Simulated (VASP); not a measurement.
A run of VASP 6.6.1:

File INCAR:

```
SYSTEM = Ta6H
PREC = Accurate
ENCUT = 520
EDIFF = 1E-7
ISMEAR = 0
SIGMA = 0.1
LREAL = .False.
LASPH = .True.
NELM = 80
ALGO = Normal
ISIF = 2
LWAVE = .False.
LCHARG = .False.
LDIPOL = .True.
IDIPOL = 3
DIPOL = 0.5 0.5 0.345
GGA = PE
IBRION = 2
NSW = 36
EDIFFG = -0.025
```

The input KPOINTS:

```
Automatic mesh
0
Gamma
  6 6 1
  0 0 0
```

Contents of POSCAR:

```
Ta6H
1.0
    4.6937283341      0.0000000000      0.0000000000
   -2.3468641670      4.0648879758      0.0000000000
    0.0000000000      0.0000000000     19.9881921123
Ta H
6 1
Selective dynamics
Direct
    0.6666666667      0.3333333333      0.2001181486  F F F
    0.3333333333      0.6666666667      0.2480516124  F F F
    0.0000000000      0.0000000000      0.2959850763  F F F
    0.6666666667      0.3333333333      0.3401842451  F F F
    0.3333333333      0.6666666667      0.3819724402  F F F
    0.0000000000      0.0000000000      0.4246603227  F F F
    0.0000000000      0.0000000000      0.5257199877  F F T
```

Potentials or basis: VASP PAW PBE potentials, release 64 (Ta_pv, H).

Launch:

```console
$ cat potpaw_PBE.64/Ta_pv/POTCAR potpaw_PBE.64/H/POTCAR > POTCAR
$ mpirun -np 1 vasp_std > vasp.out
```

Hardware: 1 thread of Intel(R) Xeon(R) Platinum 8259CL CPU @ 2.50GHz (Skylake/Cascade Lake), on a shared host.

Estimate the wall time of this run.

Wall time 16 min on 1 thread of Intel(R) Xeon(R) Platinum 8259CL CPU @ 2.50GHz (Skylake/Cascade Lake) (shared host), peak memory 0.53 GiB. Counts: scf iterations 98, k points 7, ion steps 5.
